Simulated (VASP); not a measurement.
Here is a VASP 6.6.1 calculation.

File INCAR:

```
ALGO = Normal
EDIFF = 1E-6
ENCUT = 600
GGA = PS
GGA_COMPAT = False
ISIF = 2
ISMEAR = 0
LASPH = True
LCHARG = False
LREAL = False
LWAVE = False
NBANDS = 27
NELM = 120
PREC = Accurate
SIGMA = 0.1
```

KPOINTS

```
k-points
0
Gamma
  4 4 6
```

File POSCAR:

```
KTaO3
1.0
    4.0575754182      0.0000000000      0.0000000000
    0.0000000000      4.0575754182      0.0000000000
    0.0000000000      0.0000000000      3.9002665588
K Ta O
1 1 3
Direct
    0.0000000000      0.0000000000      0.0000000000
    0.5000000000      0.5000000000      0.5000000000
    0.5000000000      0.5000000000      0.0000000000
    0.5000000000      0.0000000000      0.5000000000
    0.0000000000      0.5000000000      0.5000000000
```

Potentials or basis: VASP PAW PBE potentials, release 64 (K_sv, Ta_pv, O).

Launch:

```bash
$ cat potpaw_PBE.64/K_sv/POTCAR potpaw_PBE.64/Ta_pv/POTCAR potpaw_PBE.64/O/POTCAR > POTCAR
$ mpirun -np 1 vasp_std > vasp.out
```

Estimate the band gap on the k mesh.

1.97 eV, indirect (least direct gap 2.60 eV).

Predict the pressure.

-1.7 GPa.

Stress tensor (GPa, compression positive):
```
-6.69  0.00  0.00
 0.00 -6.69  0.00
 0.00  0.00  8.41
```

Caveat: the PAW data sets were made with another functional, which shifts forces and pressure a little; spin-orbit coupling is left out, which moves the levels of the heavy elements. Expect the measured gap to be larger: semilocal functionals such as PBEsol lack the derivative discontinuity.
